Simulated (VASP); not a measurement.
Runs of VASP 6.6.1 on W. The structure is that of space group P6_3/mmc (No. 194), or close to it. The cells are those of the table. This isn't the form of W at room conditions, which is bcc.

```csv
task,cell,k mesh,cutoff (eV),gap on the mesh (eV),pressure (GPa),relaxed volume (Å³/atom)
relaxation of cell and atoms,"relaxed from a = 2.752, b = 2.752, c = 4.917 Å, angles 90.0, 90.0, 120.0°, 2 atoms",9 × 9 × 4,600,none,-0.3,(b)
relaxation of cell and atoms,"relaxed from a = 2.755, b = 2.755, c = 4.891 Å, angles 90.0, 90.0, 120.0°, 2 atoms",24 × 24 × 12,600,none,0.1,16.08
single point,"a = 2.752, b = 2.752, c = 4.917 Å, angles 90.0, 90.0, 120.0°, 2 atoms",6 × 6 × 4,520,none,0.7,-
single point,"a = 2.755, b = 2.755, c = 4.891 Å, angles 90.0, 90.0, 120.0°, 2 atoms",9 × 9 × 4,520,none,0.7,-
single point,"a = 2.752, b = 2.752, c = 4.894 Å, angles 90.0, 90.0, 120.0°, 2 atoms",24 × 24 × 12,520,none,0.6,-
relaxation of cell and atoms,"relaxed from a = 2.913, b = 2.913, c = 4.729 Å, angles 90.0, 90.0, 120.0°, 2 atoms",6 × 6 × 4,600,none,0.0,(a)
single point,"a = 2.913, b = 2.913, c = 4.729 Å, angles 90.0, 90.0, 120.0°, 2 atoms",9 × 9 × 4,520,none,-20.8,-
```

Alike in all rows: level PBEsol; potentials or basis VASP PAW PBE potentials, release 64 (W_sv); no spin polarisation; smearing gaussian 0.1 eV.

Q: Estimate the missing entries.

A: (a) 16.16; (b) 16.13.

Caveats: some runs use coarse meshes; the PAW data sets were made with another functional, which shifts forces and pressure a little; spin-orbit coupling is left out, which moves the levels of the heavy elements; the stress differs along the axes, from -26 to -10 GPa (at least some runs).

A k mesh can miss the band edges, and the runs leave out spin-orbit coupling on W.

A gap of «none» marks levels without a gap at the run's occupations.
